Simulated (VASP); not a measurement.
Write the native input for VASP 6.6.1 that does the following.

```
Task                   : single point
Functional             : PBE
Potentials or basis    : VASP PAW PBE potentials, release 64 (Pb_d)
Cutoff                 : 520 eV
k mesh                 : 14 × 14 × 14
Occupations            : gaussian, width 0.1 eV
Spin                   : no spin polarisation
Dipole correction      : no
Further INCAR settings : ALGO = Normal; EDIFF = 1e-06; NBANDS = 13
```

The structure of Pb lies in POSCAR:

```
Pb
1.0
    0.0000000000      2.4955315365      2.4955315365
    2.4955315365      0.0000000000      2.4955315365
    2.4955315365      2.4955315365      0.0000000000
Pb
1
Direct
    0.0000000000      0.0000000000      0.0000000000
```

This cell differs from its parent crystal: volume scaled by 0.97.

The input as run:

INCAR

```
PREC     = Accurate       # precision mode
ENCUT    = 520            # plane-wave cutoff, eV
EDIFF    = 1E-6           # SCF threshold, eV
ISMEAR   = 0              # smearing method
SIGMA    = 0.1            # smearing width, eV
LREAL    = F              # projectors in reciprocal space
LASPH    = T              # aspherical terms in the spheres
NELM     = 100            # most SCF steps
ALGO     = Normal         # electronic algorithm
ISIF     = 2              # what is computed and relaxed
LWAVE    = F              # write WAVECAR
LCHARG   = F              # write CHGCAR
GGA      = PE             # functional
NBANDS   = 13             # bands
```

KPOINTS

```
Automatic mesh
0
Gamma
  14 14 14
```

Potentials or basis: VASP PAW PBE potentials, release 64 (Pb_d).

Run with:

```bash
$ cat potpaw_PBE.64/Pb_d/POTCAR > POTCAR
$ mpirun -np 1 vasp_std > vasp.out
```

Results of the run:

```yaml
Pressure: 1.2 GPa
Band_gap_on_the_k_mesh: zero (band 7 reaches 14.23 eV, above the bottom of band 8 at 5.50 eV)
```

Caveat: spin-orbit coupling is left out, which moves the levels of the heavy elements.

Wall time 13 s on 1 thread of Intel(R) Xeon(R) 6975P-C (Granite Rapids) (shared host), peak memory 0.18 GiB.
